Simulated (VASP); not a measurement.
# C (C2/m) in VASP: notebook, part 2 of 3

VASP 6.6.1. Earlier steps stand in the parts before.

**4. Single point, PBE**

This run uses another cell than the first one, of 11.16 Å³/atom, 0.989 times its volume.

INCAR

```
SYSTEM = C
ALGO     = Normal         ! electronic algorithm
EDIFF    = 1E-7           ! SCF threshold, eV
ENCUT    = 520            ! plane-wave cutoff, eV
GGA      = PE             ! functional
ISIF     = 2              ! what is computed and relaxed
ISMEAR   = 0              ! smearing method
LASPH    = .True.         ! aspherical terms in the spheres
LCHARG   = .True.         ! write CHGCAR
LELF     = .True.         ! ELF
LREAL    = .False.        ! projectors in reciprocal space
LVHAR    = .True.       
LWAVE    = .False.        ! write WAVECAR
NBANDS   = 11             ! bands
NELM     = 100            ! most SCF steps
PREC     = Accurate       ! precision mode
SIGMA    = 0.02           ! smearing width, eV
```

KPOINTS

```
k-points
0
Gamma
  12 12 6
  0 0 0
```

POSCAR

```
C
1.0
    2.1361629774     -1.2333240065     -0.0089027299
    2.1361629774      1.2333240065     -0.0089027299
   -1.3998604216      0.0000000000      4.2415938420
C
2
Direct
    0.8333446186      0.8333446186      0.0000335836
    0.1666553814      0.1666553814      0.9999664164
```

Potentials or basis: VASP PAW PBE potentials, release 64 (C).

The run is started by

```bash
cat potpaw_PBE.64/C/POTCAR > POTCAR
mpirun -np 1 vasp_std > vasp.out
```

OUTCAR:

```text
SYSTEM = C
   EDIFF = 1E-7
   ENCUT = 520
   GGA = PE
   ISIF = 2
   ISMEAR = 0
   LASPH = .True.
   LREAL = .False.
   NELM = 100
   PREC = Accurate

 ion  position               nearest neighbor table
   1  0.833  0.833  0.000-   2 1.42   2 1.42   2 1.42
   2  0.167  0.167  1.000-   1 1.42   1 1.42   1 1.42

  LATTYP: Found a base centered monoclinic cell.
 ALAT       =     4.2723630579
 B/A-ratio  =     0.5773498131
 C/A-ratio  =     1.0454691389
 COS(beta)  =    -0.3173595041

  Lattice vectors:

 A1 = (   2.1361629774,  -1.2333240065,  -0.0089027299)
 A2 = (   2.1361629774,   1.2333240065,  -0.0089027299)
 A3 = (  -1.3998604216,   0.0000000000,   4.2415938420)

Analysis of symmetry for initial positions (statically):
=====================================================================
 Subroutine PRICEL returns:
 Original cell was already a primitive cell.

 Routine SETGRP: Setting up the symmetry group for a
 base centered monoclinic supercell.

 Subroutine GETGRP returns: Found  4 space group operations
 (whereof  4 operations were pure point group operations)
 out of a pool of  4 trial point group operations.

The static configuration has the point symmetry C_2h.

Analysis of symmetry for dynamics (positions and initial velocities):
=====================================================================
 Subroutine PRICEL returns:
 Original cell was already a primitive cell.

 Routine SETGRP: Setting up the symmetry group for a
 base centered monoclinic supercell.

 Subroutine GETGRP returns: Found  4 space group operations
 (whereof  4 operations were pure point group operations)
 out of a pool of  4 trial point group operations.

The dynamic configuration has the point symmetry C_2h.

 Subroutine INISYM returns: Found  4 space group operations
 (whereof  4 operations are pure point group operations),
 and found     1 'primitive' translations

[... 115 lines left out ...]
  volume/ion in A,a.u.               =      11.16        75.31
  Fermi-wavevector in a.u.,A,eV,Ry     =   1.162913  2.197587 18.400063  1.352366
  Thomas-Fermi vector in A             =   2.299469
   LORBIT       =      0    0 simple, 1 ext, 2 COOP (PROOUT), +10 PAW based schemes
   GGA     = PE    functional components
   LHFCALC =     F    Hartree Fock is set to
   AEXX    =    0.0000 exact exchange contribution
   IVDW    =     0    specifies the selected vdW correction
   LEPSILON=     F    determine dielectric tensor
   LRPA    =     F    only Hartree local field effects (RPA)
 non-spin polarized calculation
 Gauss-broadening in eV      SIGMA  =   0.02
  energy-cutoff  :      520.00
  volume of cell :       22.32
 maximum number of plane-waves:       617
   NGX =  9   NGY =  9   NGZ = 17

 number of electron       8.0000000 magnetization

 Free energy of the ion-electron system (eV)
  ---------------------------------------------------
  ext. energy  EPLUGINS =         0.00000000
  ---------------------------------------------------
  free energy    TOTEN  =       -18.44793019 eV

  energy without entropy =      -18.44793019  energy(sigma->0) =      -18.44793019

 E-fermi :   2.8369     XC(G=0):  -8.7632

 val. band max:        2.7689229592   @ k =  -0.3333   0.3333   0.0000
 cond. band min:       2.9054766773   @ k =  -0.3333   0.3333   0.5000
 fundamental gap:      0.1365537181
 Fermi energy:         2.8368584166

 k-point     1 :       0.0000    0.0000    0.0000
  band No.  band energies     occupation
      1     -16.6959      2.00000
      2      -4.5151      2.00000
      3      -0.2065      2.00000
      4      -0.2065      2.00000
      5       5.9414      0.00000
      6      11.1423      0.00000
      7      11.1424      0.00000
      8      14.2407      0.00000
      9      15.3249      0.00000
     10      19.8226      0.00000
     11      25.3571      0.00000
[... 309 lines left out ...]
 k-point    24 :      -0.4167    0.1667   -0.0000
  band No.  band energies     occupation
      1     -11.0229      2.00000
      2     -10.0009      2.00000
      3      -5.3908      2.00000
      4       1.1399      2.00000
      5       4.3400      0.00000
      6      12.7964      0.00000
      7      13.9444      0.00000
      8      14.6048      0.00000
      9      16.7899      0.00000
     10      20.8721      0.00000
     11      23.3178      0.00000

 [... further k-points ...]
[... 5 lines left out ...]
  --------------------------------------------------------------------------------------
  -------------------------------------------------------------------------------------
  Total        0.0785012      0.0782921     -0.0125224      0.0000000      0.0000000     -0.0004749
  in kB        5.6352606      5.6202514     -0.8989263      0.0000000      0.0000000     -0.0340877
  external PRESSURE =       3.4521952 kB  Pullay stress =       0.0000000 kB

 VOLUME and BASIS-vectors are now :
 -----------------------------------------------------------------------------
  energy-cutoff  :      520.00
  volume of cell :       22.32
      direct lattice vectors                 reciprocal lattice vectors
     2.136162977 -1.233324006 -0.008902730     0.234386925 -0.405408471  0.077355115
     2.136162977  1.233324006 -0.008902730     0.234386925  0.405408471  0.077355115
    -1.399860422  0.000000000  4.241593842     0.000983915  0.000000000  0.236085156

 POSITION                                       TOTAL-FORCE (eV/Angst)
 -----------------------------------------------------------------------------------
      3.56027      0.00000     -0.01470        -0.000070      0.000000      0.000123
     -0.68781      0.00000      4.23848         0.000070      0.000000     -0.000123
 -----------------------------------------------------------------------------------
    total drift:                               -0.000000     -0.000000     -0.000000

  FREE ENERGIE OF THE ION-ELECTRON SYSTEM (eV)
  ---------------------------------------------------
  free  energy   TOTEN  =       -18.4479301926 eV

  energy  without entropy=      -18.4479301907  energy(sigma->0) =      -18.44793019
```

stdout:

```text
POSCAR found type information on POSCAR C
 POSCAR found :  1 types and       2 ions
 scaLAPACK will be used
 LDA part: xc-table for (Slater+PW92), standard interpolation
 POSCAR, INCAR and KPOINTS ok, starting setup
 FFT: planning ... GRIDC
 FFT: planning ... GRID_SOFT
 FFT: planning ... GRID
 WAVECAR not read
 entering main loop
```

Wall time 39 s (1 thread of Intel Xeon Platinum 8259CL at 2.50GHz (Skylake/Cascade Lake), shared host); peak memory 0.16 GiB.

Results:

```yaml
Free_energy: -18.4479 eV
Pressure: 0.3 GPa
Band_gap_on_the_k_mesh: 0.14 eV, indirect (the least direct gap lies 0.8 meV higher)
```

Stress tensor (GPa, compression positive):
```
 0.56  0.00  0.00
 0.00  0.56  0.00
 0.00  0.00 -0.09
```

Caveat: this functional lacks dispersion, which binds the layers, so the pressure and a relaxed spacing across them are unreliable. A k mesh can miss the band edges.

**5. Relaxation of cell and atoms, PBE**

INCAR

```
SYSTEM = C
PREC = Accurate
ENCUT = 600
EDIFF = 1E-7
ISMEAR = 0
SIGMA = 0.02
LREAL = .FALSE.
LASPH = .TRUE.
NELM = 100
ALGO = Normal
ISIF = 3
LWAVE = .FALSE.
LCHARG = .FALSE.
GGA = PE
IBRION = 2
NSW = 100
EDIFFG = -0.005
```

KPOINTS

```
regular mesh
0
G
  12 12 6
  0 0 0
```

POSCAR

```
C
1.0
    2.1360055124     -1.2332322756     -0.0083048606
    2.1360055124      1.2332322756     -0.0083048606
   -1.3983746777      0.0000000000      4.2884832222
C
2
Direct
    0.8333348324      0.8333348324      0.0000045101
    0.1666651676      0.1666651676      0.9999954899
```

The run is started by

```bash
cat potpaw_PBE.64/C/POTCAR > POTCAR
mpirun -np 1 vasp_std > vasp.out
```

Wall time 7.1 min (1 thread of Intel Xeon Platinum 8259CL at 2.50GHz (Skylake/Cascade Lake), shared host); peak memory 0.16 GiB.

It converged, with:

```
Free energy                            : -18.4553 eV
Relaxed volume                         : 10.28 Å³/atom
Relaxed cell                           : a = 2.467 Å, b = 2.467 Å, c = 4.151 Å, α = 107.20°, β = 107.20°, γ = 60.00°
Space group after relaxing (to 0.05 Å) : R-3m (No. 166)
Energy gained by relaxing              : 1.3 meV/atom
Ionic steps                            : 21
Pressure after relaxing                : 0.0 GPa
Band gap on the k mesh                 : 0.25 eV, indirect (the least direct gap lies 1.2 meV higher)
```

Step by step:
```tsv
step	energy change (eV)	largest force (eV/Å)	pressure (GPa)	volume (Å³)
1	0.0000	0.0038	0.04	22.56
2	0.0000	0.0023	-0.43	22.58
3	0.0000	0.0003	-0.23	22.57
4	-0.0001	0.0030	-0.20	22.55
5	-0.0002	0.0127	-0.19	22.47
6	-0.0004	0.0319	-0.12	22.33
7	-0.0008	0.0699	0.01	22.03
8	-0.0012	0.1436	0.30	21.45
9	-0.0012	0.1432	0.30	21.44
10	-0.0013	0.1419	0.31	21.42
11	-0.0014	0.1394	0.27	21.38
12	-0.0015	0.1345	0.23	21.29
13	-0.0018	0.1247	0.14	21.11
14	-0.0022	0.1063	-0.02	20.76
15	-0.0021	0.0762	-0.33	20.06
16	-0.0024	0.0937	-0.14	20.49
17	-0.0025	0.0682	-0.05	20.51
18	-0.0026	0.0402	0.16	20.54
19	-0.0026	0.0027	0.06	20.56
20	-0.0026	0.0038	0.06	20.56
21	-0.0026	0.0004	0.01	20.56
```

Final structure:
```cif
data_structure
_symmetry_space_group_name_H-M 'P 1'
_symmetry_Int_Tables_number 1
_cell_length_a 2.4667
_cell_length_b 2.4667
_cell_length_c 4.1514
_cell_angle_alpha 107.201
_cell_angle_beta 107.201
_cell_angle_gamma 60.000
_cell_volume 20.56
loop_
_atom_site_label
_atom_site_type_symbol
_atom_site_fract_x
_atom_site_fract_y
_atom_site_fract_z
_atom_site_occupancy
C1 C 0.83335 0.83335 0.00007 1
C2 C 0.16665 0.16665 0.99993 1
```

Levels at points of the mesh, in eV from the valence-band top:
| k point | band 1 | band 2 | band 3 | band 4 | band 5 | band 6 | band 7 | band 8 |
| --- | --- | --- | --- | --- | --- | --- | --- | --- |
| (0.00, 0.00, 0.00) | -19.43 | -7.04 | -2.91 | -2.91 | 3.51 | 8.44 | 8.44 | 11.51 |
| (0.50, 0.00, 0.00) | -14.16 | -13.12 | -6.28 | -2.09 | 1.97 | 7.55 | 11.33 | 11.73 |
| (0.50, 0.50, 0.00) | -14.13 | -13.09 | -6.30 | -2.37 | 1.63 | 7.43 | 12.43 | 13.41 |
| (0.00, 0.00, 0.50) | -19.34 | -7.89 | -2.92 | -2.92 | 7.73 | 8.42 | 8.43 | 11.57 |
| (0.50, 0.00, 0.50) | -14.13 | -13.09 | -6.30 | -2.37 | 1.62 | 7.43 | 12.44 | 13.44 |
| (0.50, 0.50, 0.50) | -14.16 | -13.12 | -6.28 | -2.10 | 1.96 | 7.55 | 11.35 | 11.75 |

Caveat: this functional lacks dispersion, which binds the layers, so the pressure and a relaxed spacing across them are unreliable.

[end of part 2 of 3]
